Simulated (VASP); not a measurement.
# Cd (P6_3/mmc) in VASP: notebook

Runs on Cd. Level: PBEsol. Tasks: single point.

All numbers are computed with VASP 6.6.1; they aren't measurements. Logs are shortened: lines on timing, memory, paths and dates and some standing lists are left out, and cuts for length are marked.

## 1. The cell of the first run

Symmetry: P6_3/mmc, No. 194, hexagonal system. The conventional cell has a = 2.919 Å, b = 2.919 Å, c = 5.282 Å, α = 90.00°, β = 90.00°, γ = 120.00°. Cd (site symmetry -6m2) has 12 Cd at 2.92 to 3.13 Å within 3.8 Å.

## 2. Single point, PBEsol

Contents of INCAR:

```
SYSTEM = Cd
PREC = Accurate
ENCUT = 520
EDIFF = 1E-7
ISMEAR = 0
SIGMA = 0.1
LREAL = .FALSE.
LASPH = .TRUE.
NELM = 60
ALGO = Fast
ISIF = 2
LWAVE = .FALSE.
LCHARG = .FALSE.
GGA = PS
NBANDS = 19
```

Contents of KPOINTS:

```
Automatic mesh
0
G
  18 18 8
  0 0 0
```

Contents of POSCAR:

```
Cd
1.0
    2.9187275903      0.0000000000      0.0000000000
   -1.4593637952      2.5276922400      0.0000000000
    0.0000000000      0.0000000000      5.2819013651
Cd
2
Direct
    0.3333333333      0.6666666667      0.2500000000
    0.6666666667      0.3333333333      0.7500000000
```

Potentials or basis: VASP PAW PBE potentials, release 64 (Cd).

Command:

```bash
$ cat potpaw_PBE.64/Cd/POTCAR > POTCAR
$ mpirun -np 1 vasp_std > vasp.out
```

OUTCAR:

```text
SYSTEM = Cd
   PREC = Accurate
   ENCUT = 520
   EDIFF = 1E-7
   ISMEAR = 0
   LREAL = .FALSE.
   LASPH = .TRUE.
   NELM = 60
   ISIF = 2
   GGA = PS

 ion  position               nearest neighbor table
   1  0.333  0.667  0.250-   2 3.13   2 3.13   2 3.13   2 3.13   2 3.13   2 3.13
   2  0.667  0.333  0.750-   1 3.13   1 3.13   1 3.13   1 3.13   1 3.13   1 3.13

  LATTYP: Found a hexagonal cell.
 ALAT       =     2.9187275903
 C/A-ratio  =     1.8096589016

  Lattice vectors:

 A1 = (   2.9187275903,   0.0000000000,   0.0000000000)
 A2 = (  -1.4593637952,   2.5276922400,   0.0000000000)
 A3 = (   0.0000000000,   0.0000000000,   5.2819013651)

Analysis of symmetry for initial positions (statically):
=====================================================================
 Subroutine PRICEL returns:
 Original cell was already a primitive cell.

 Routine SETGRP: Setting up the symmetry group for a
 hexagonal supercell.

 Subroutine GETGRP returns: Found 24 space group operations
 (whereof 12 operations were pure point group operations)
 out of a pool of 24 trial point group operations.

The static configuration has the point symmetry D_3d.
 The point group associated with its full space group is D_6h.

Analysis of symmetry for dynamics (positions and initial velocities):
=====================================================================
 Subroutine PRICEL returns:
 Original cell was already a primitive cell.

 Routine SETGRP: Setting up the symmetry group for a
 hexagonal supercell.

 Subroutine GETGRP returns: Found 24 space group operations
 (whereof 12 operations were pure point group operations)
 out of a pool of 24 trial point group operations.

The dynamic configuration has the point symmetry D_3d.
 The point group associated with its full space group is D_6h.

 Subroutine INISYM returns: Found 24 space group operations
 (whereof 12 operations are pure point group operations),
 and found     1 'primitive' translations

----------------------------------------------------------------------------------------

                                     Primitive cell

  volume of cell :      38.9680

  direct lattice vectors                    reciprocal lattice vectors
     2.918727590  0.000000000  0.000000000     0.342615050  0.197808891  0.000000000
    -1.459363795  2.527692240  0.000000000     0.000000000  0.395617783  0.000000000
     0.000000000  0.000000000  5.281901365     0.000000000  0.000000000  0.189325762

  length of vectors
     2.918727590  2.918727590  5.281901365     0.395617783  0.395617783  0.189325762

  position of ions in fractional coordinates (direct lattice)
     0.333333333  0.666666667  0.250000000
     0.666666667  0.333333333  0.750000000

  ion indices of the primitive-cell ions
   primitive index   ion index
                 1           1
                 2           2

----------------------------------------------------------------------------------------

 KPOINTS: Automatic mesh

Automatic generation of k-mesh.
 Grid dimensions read from file:
 generate k-points for:   18   18    8

 Generating k-lattice:

  Cartesian coordinates                     Fractional coordinates (reciprocal lattice)
     0.019034169  0.010989383  0.000000000     0.055555556  0.000000000  0.000000000
     0.000000000  0.021978766  0.000000000     0.000000000  0.055555556  0.000000000
     0.000000000  0.000000000  0.023665720     0.000000000  0.000000000  0.125000000

  Length of vectors
     0.021978766  0.021978766  0.023665720

  Shift w.r.t. Gamma in fractional coordinates (k-lattice)
     0.000000000  0.000000000  0.000000000

 Subroutine IBZKPT returns following result:
 ===========================================

 Found    185 irreducible k-points:

 Following reciprocal coordinates:
            Coordinates               Weight
  0.000000  0.000000  0.000000      1.000000
  0.055556 -0.000000  0.000000      6.000000
  0.111111 -0.000000  0.000000      6.000000
  0.166667  0.000000  0.000000      6.000000
  0.222222 -0.000000  0.000000      6.000000
  0.277778  0.000000  0.000000      6.000000
[... 16 lines left out ...]
  0.333333  0.111111  0.000000     12.000000
  0.388889  0.111111  0.000000     12.000000
 [... further k-points ...]
   k-points           NKPTS =    185   k-points in BZ     NKDIM =    185   number of bands    NBANDS=     19
   number of dos      NEDOS =    301   number of ions     NIONS =      2
   total plane-waves  NPLWV =  23040
   dimension x,y,z NGX =    24 NGY =   24 NGZ =   40
   dimension x,y,z NGXF=    48 NGYF=   48 NGZF=   80
   ions per type =               2
   NGX,Y,Z   is equivalent  to a cutoff of  13.67, 13.67, 12.59 a.u.
   NGXF,Y,Z  is equivalent  to a cutoff of  27.34, 27.34, 25.18 a.u.
 SYSTEM =  Cd
   PREC   = accura    normal or accurate (medium, high low for compatibility)
   ISTART =      0    job   : 0-new  1-cont  2-samecut
   ICHARG =      2    charge: 1-file 2-atom 10-const
   ISPIN  =      1    spin polarized calculation?
   LNONCOLLINEAR =      F non collinear calculations
   LSORBIT =      F    spin-orbit coupling
   LASPH  =      T    aspherical Exc in radial PAW
   ENCUT  =  520.0 eV  38.22 Ry    6.18 a.u.   5.43  5.43  9.82*2*pi/ulx,y,z
   NELM   =     60;   NELMIN=  2; NELMDL= -5     # of ELM steps
   EDIFF  = 0.1E-06   stopping-criterion for ELM
   LREAL  =      F    real-space projection
   EDIFFG = 0.1E-05   stopping-criterion for IOM
   NSW    =      0    number of steps for IOM
   IBRION =     -1    ionic relax: 0-MD 1-quasi-New 2-CG
   NFREE  =      0    steps in history (QN), initial steepest desc. (CG)
   ISIF   =      2    stress and relaxation
   ISYM   =      2    0-nonsym 1-usesym 2-fastsym
   POTIM  = 0.5000    time-step for ionic-motion
   TEBEG  =    0.0;   TEEND  =   0.0 temperature during run
   PSTRESS=    0.0 pullay stress
   NELECT =      24.0000    total number of electrons
   NUPDOWN=      -1.0000    fix difference up-down
   EMIN   =  10.00;   EMAX   =-10.00  energy-range for DOS
   EFERMI =   0.00;   METHOD = LEGACY
   ISMEAR =     0;   SIGMA  =   0.10  broadening in eV -4-tet -1-fermi 0-gaus
   EFERMI_NEDOS =   21; number of points for ismear=-14 and -15
   IALGO  =     68    algorithm
   IMIX   =      4    mixing-type and parameters
     AMIX     =   0.40;   BMIX     =  1.00
     AMIX_MAG =   1.60;   BMIX_MAG =  1.00
  volume/ion in A,a.u.               =      19.48       131.48
  Fermi-wavevector in a.u.,A,eV,Ry     =   1.392866  2.632134 26.396319  1.940075
  Thomas-Fermi vector in A             =   2.516567
   LORBIT       =      0    0 simple, 1 ext, 2 COOP (PROOUT), +10 PAW based schemes
   GGA     = PS    functional components
   LHFCALC =     F    Hartree Fock is set to
   AEXX    =    0.0000 exact exchange contribution
   IVDW    =     0    specifies the selected vdW correction
   LEPSILON=     F    determine dielectric tensor
   LRPA    =     F    only Hartree local field effects (RPA)
 non-spin polarized calculation
 RMM-DIIS sequential band-by-band and
 Gauss-broadening in eV      SIGMA  =   0.10
  energy-cutoff  :      520.00
  volume of cell :       38.97
 maximum number of plane-waves:      1087
 NGX is ok and might be reduce to    24
   NGX = 11   NGY = 11   NGZ = 19

 number of electron      24.0000015 magnetization

 Free energy of the ion-electron system (eV)
  ---------------------------------------------------
  ext. energy  EPLUGINS =         0.00000000
  ---------------------------------------------------
  free energy    TOTEN  =        -2.35191598 eV

  energy without entropy =       -2.34986399  energy(sigma->0) =       -2.35088999

 E-fermi :   3.7241     XC(G=0): -11.7751

 val. band max:        3.6958364576   @ k =   0.3889  -0.0000   0.0000
 cond. band min:       3.7247962279   @ k =   0.3333   0.2222   0.2500
 fundamental gap:      0.0289597702
 Fermi energy:         3.7241426733

 k-point     1 :       0.0000    0.0000    0.0000
  band No.  band energies     occupation
      1      -6.6938      2.00000
      2      -6.3508      2.00000
      3      -6.0112      2.00000
      4      -5.8870      2.00000
      5      -5.8870      2.00000
      6      -5.8067      2.00000
[... 11 lines left out ...]
     18      19.6016      0.00000
     19      20.6123      0.00000

 k-point     2 :       0.0556   -0.0000    0.0000
  band No.  band energies     occupation
      1      -6.6567      2.00000
      2      -6.2849      2.00000
      3      -5.9932      2.00000
      4      -5.8870      2.00000
      5      -5.8542      2.00000
      6      -5.8162      2.00000
[... 11 lines left out ...]
     18      19.9898      0.00000
     19      20.5070      0.00000

 k-point     3 :       0.1111   -0.0000    0.0000
  band No.  band energies     occupation
      1      -6.5604      2.00000
      2      -6.1628      2.00000
      3      -5.9796      2.00000
      4      -5.8656      2.00000
      5      -5.7586      2.00000
      6      -5.7363      2.00000
[... 11 lines left out ...]
     18      20.0007      0.00000
     19      20.0063      0.00000

 k-point     4 :       0.1667    0.0000    0.0000
  band No.  band energies     occupation
      1      -6.4670      2.00000
      2      -6.0967      2.00000
      3      -6.0420      2.00000
      4      -5.8123      2.00000
      5      -5.6089      2.00000
      6      -5.5947      2.00000
[... 11 lines left out ...]
     18      18.1024      0.00000
     19      18.4454      0.00000

 k-point     5 :       0.2222   -0.0000    0.0000
  band No.  band energies     occupation
      1      -6.4733      2.00000
      2      -6.1525      2.00000
      3      -5.9819      2.00000
      4      -5.8023      2.00000
      5      -5.6935      2.00000
      6      -5.4909      2.00000
[... 11 lines left out ...]
     18      17.3580      0.00000
     19      17.7302      0.00000
[... 334 lines left out ...]
      2      -6.1669      2.00000
      3      -6.0256      2.00000
      4      -5.8904      2.00000
      5      -5.7141      2.00000
      6      -5.6036      2.00000
[... 11 lines left out ...]
     18      16.7902      0.00000
     19      16.8690      0.00000

 k-point    22 :       0.2778    0.1111    0.0000
  band No.  band energies     occupation
      1      -6.5241      2.00000
      2      -6.2538      2.00000
      3      -6.1950      2.00000
      4      -5.7611      2.00000
      5      -5.7481      2.00000
      6      -5.5359      2.00000
[... 11 lines left out ...]
     18      16.2182      0.00000
     19      16.3031      0.00000

 k-point    23 :       0.3333    0.1111    0.0000
  band No.  band energies     occupation
      1      -6.6108      2.00000
      2      -6.3333      2.00000
      3      -6.3227      2.00000
      4      -5.7856      2.00000
      5      -5.6305      2.00000
      6      -5.6222      2.00000
[... 11 lines left out ...]
     18      15.7123      0.00000
     19      15.9490      0.00000

 k-point    24 :       0.3889    0.1111    0.0000
  band No.  band energies     occupation
      1      -6.6676      2.00000
      2      -6.4017      2.00000
      3      -6.3861      2.00000
      4      -5.7854      2.00000
      5      -5.6939      2.00000
      6      -5.5571      2.00000
[... 11 lines left out ...]
     18      15.3913      0.00000
     19      15.7345      0.00000

 [... further k-points ...]
[... 5 lines left out ...]
  --------------------------------------------------------------------------------------
  -------------------------------------------------------------------------------------
  Total        1.3826314      1.3826314      1.3069430     -0.0000000      0.0000000      0.0000000
  in kB       56.8471851     56.8471851     53.7352395     -0.0000000      0.0000000      0.0000000
  external PRESSURE =      55.8098699 kB  Pullay stress =       0.0000000 kB

 VOLUME and BASIS-vectors are now :
 -----------------------------------------------------------------------------
  energy-cutoff  :      520.00
  volume of cell :       38.97
      direct lattice vectors                 reciprocal lattice vectors
     2.918727590  0.000000000  0.000000000     0.342615050  0.197808891  0.000000000
    -1.459363795  2.527692240  0.000000000     0.000000000  0.395617783  0.000000000
     0.000000000  0.000000000  5.281901365     0.000000000  0.000000000  0.189325762

 POSITION                                       TOTAL-FORCE (eV/Angst)
 -----------------------------------------------------------------------------------
     -0.00000      1.68513      1.32048         0.000000     -0.000000      0.000000
      1.45936      0.84256      3.96143        -0.000000      0.000000      0.000000
 -----------------------------------------------------------------------------------
    total drift:                               -0.000000      0.000000      0.000000

  FREE ENERGIE OF THE ION-ELECTRON SYSTEM (eV)
  ---------------------------------------------------
  free  energy   TOTEN  =        -2.3519159831 eV

  energy  without entropy=       -2.3498639924  energy(sigma->0) =       -2.35088999
```

Wall time 61 s (1 thread of AMD EPYC 9R45 (Zen 5), shared host); peak memory 0.21 GiB.

Results:

* Free energy: -2.3519 eV
* Pressure: 5.6 GPa
* Band gap on the k mesh: zero (bands 12 and 13 overlap by 3.83 eV)

Caveat: the cell stands under pressure; the PAW data sets were made with another functional, which shifts forces and pressure a little.

(Part 1 of 2 ends here.)

The gap in the log of VASP goes by the Fermi energy; the results here count the filled bands.